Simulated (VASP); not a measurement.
## NbAl2B3: relaxation of cell and atoms with PBE

The system is NbAl2B3.

```xyz
6
Lattice="2.3040 -3.8606 0.0000 2.3040 3.8606 0.0000 0.0000 0.0000 3.6184" Properties=species:S:1:pos:R:3 pbc="T T T"
Al    1.1520    1.9303    1.8092
Al    1.1520   -1.9303    1.8092
Nb    2.3040    0.0000    0.0000
B     2.3040    2.6242    0.0000
B     2.3040   -2.6242    0.0000
B     0.0000    0.0000    1.8092
```

The cell was generated, and may not be a known phase.

```yaml
Program: VASP 6.6.1
Task: relaxation of cell and atoms
Functional: PBE
Potentials_or_basis: VASP PAW PBE potentials, release 64 (Al, Nb_sv, B)
Cutoff: 600 eV
k_mesh: 4 × 4 × 6
Occupations: gaussian, width 0.1 eV
Spin: no spin polarisation
Dipole_correction: no
Further_INCAR_settings: ALGO = Normal; EDIFF = 1e-06; IBRION = 2; EDIFFG = -0.04; NSW = 90; ISIF = 3
```

```yaml
Relaxed_volume: 10.85 Å³/atom
Relaxed_cell: a = 5.108 Å, b = 5.108 Å, c = 2.960 Å, α = 90.00°, β = 90.00°, γ = 122.56°
Space_group_after_relaxing_to_0.1_Å: Cmmm (No. 65)
Energy_gained_by_relaxing: 413.0 meV/atom
Ionic_steps: 46
Pressure_after_relaxing: -0.1 GPa
Largest_force_after_relaxing: 0.019 eV/Å
Band_gap_on_the_k_mesh: zero (bands 14 and 15 overlap by 2.10 eV)
```

Forces in eV/Å, atoms in the order of the input:
```
Al   0.000  0.000  0.000
Al   0.000  0.000  0.000
Nb   0.000  0.000  0.000
B    0.000  0.019  0.000
B    0.000 -0.019  0.000
B    0.000  0.000  0.000
```

Stress tensor (GPa, compression positive):
```
-0.16  0.00  0.00
 0.00  0.46  0.00
 0.00  0.00 -0.49
```

The path:
| step | energy change (eV) | largest force (eV/Å) | pressure (GPa) | volume (Å³) |
| --- | --- | --- | --- | --- |
| 1 | 0.0000 | 0.7643 | -1.08 | 64.37 |
| 3 | -0.8281 | 2.4676 | 22.34 | 59.40 |
| 5 | -1.4727 | 1.7217 | 2.64 | 62.33 |
| 7 | -1.9168 | 1.2504 | -2.96 | 64.88 |
| 9 | -2.0107 | 0.4368 | -5.76 | 66.88 |
| 11 | -2.0551 | 0.1094 | -0.91 | 65.42 |
| 13 | -2.0588 | 0.0693 | -0.15 | 65.05 |
| 15 | -2.0675 | 0.0497 | 1.02 | 64.37 |
| 17 | -2.0516 | 0.3159 | 8.30 | 61.21 |
| 19 | -2.0804 | 0.2477 | 3.79 | 63.01 |
| 21 | -2.0814 | 0.2494 | 3.90 | 62.95 |
| 23 | -2.0846 | 0.2433 | 4.34 | 62.71 |
| 25 | -2.0894 | 0.2102 | 4.83 | 62.41 |
| 27 | -2.1078 | 0.0870 | 3.19 | 62.78 |
| 29 | -2.1080 | 0.4084 | -2.18 | 64.19 |
| 31 | -2.1273 | 0.1957 | -0.23 | 63.64 |
| 33 | -2.1671 | 0.5147 | -1.46 | 64.28 |
| 35 | -2.3946 | 0.7981 | -4.53 | 66.32 |
| 37 | -2.4045 | 0.7888 | -4.13 | 66.04 |
| 39 | -2.4178 | 0.6882 | -3.35 | 65.99 |
| 41 | -2.4504 | 0.5032 | -1.53 | 65.35 |
| 43 | -2.4731 | 0.1410 | 1.13 | 64.53 |
| 45 | -2.4779 | 0.0207 | -0.13 | 65.12 |
| 46 | -2.4783 | 0.0194 | -0.06 | 65.11 |

Final structure:
```
CELL_PARAMETERS angstrom
2.45482 -4.47965 0.00000
2.45482 4.47965 0.00000
0.00000 0.00000 2.96044
ATOMIC_POSITIONS crystal
Al 0.00000 0.50000 0.50000
Al 0.50000 0.00000 0.50000
Nb 0.50000 0.50000 0.00000
B 0.09981 0.90019 0.00000
B 0.90019 0.09981 0.00000
B 0.00000 0.00000 0.50000
```

Levels at points of the mesh, in eV from the Fermi level:
```
           k point  band 11  band 12  band 13  band 14  band 15  band 16  band 17  band 18
(0.00, 0.00, 0.00)    -3.12    -3.12     0.23     1.37     1.48     1.56     2.77     2.99
(0.50, 0.00, 0.00)    -2.47    -2.46    -0.32     1.47     1.49     2.01     2.24     2.30
(0.50, 0.50, 0.00)    -3.52    -2.30    -1.62     0.43     0.57     1.44     1.63     3.11
(0.00, 0.00, 0.50)    -3.59    -3.57    -3.32    -2.21     0.99     1.45     2.36     2.98
(0.50, 0.00, 0.50)    -4.29    -3.68    -0.92    -0.83     0.18     0.63     0.88     1.49
(0.50, 0.50, 0.50)    -2.43    -2.36    -1.90    -1.65    -0.63     2.05     2.23     3.51
```

Wall time 16 min on 1 thread of AMD EPYC 7R13 Processor (Zen 3), on a shared host, peak memory 0.2 GiB.

Caveat: the k points lie up to 0.36 Å⁻¹ apart in the final cell, too coarse for converged energies and pressures of a metal; a cell axis changed by over 15 % at a fixed basis, so the end point is rough.
